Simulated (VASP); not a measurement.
A run of VASP 6.6.1 is set up as follows.

File INCAR:

```
SYSTEM = Al
PREC = Accurate ; ENCUT = 520
EDIFF = 1E-6 ; ISMEAR = -1
SIGMA = 0.05 ; LREAL = .FALSE.
LASPH = .TRUE. ; NELM = 60
ALGO = Normal ; ISIF = 2
LWAVE = .FALSE. ; LCHARG = .FALSE.
GGA = PS ; NBANDS = 8
```

KPOINTS

```
regular mesh
0
G
  17 17 17
  0 0 0
```

Contents of POSCAR:

```
Al
1.0
   -1.6051553710      1.6051553710      1.6051553710
    1.6051553710     -1.6051553710      1.6051553710
    1.6051553710      1.6051553710     -1.6051553710
Al
1
Direct
    0.0000000000      0.0000000000      0.0000000000
```

Potentials or basis: VASP PAW PBE potentials, release 64 (Al).

Command:

```sh
$ cat potpaw_PBE.64/Al/POTCAR > POTCAR
$ mpirun -np 1 vasp_std > vasp.out
```

(1) Estimate the pressure.

Answers

(1) 0.1 GPa.

Caveat: the PAW data sets were made with another functional, which shifts forces and pressure a little.
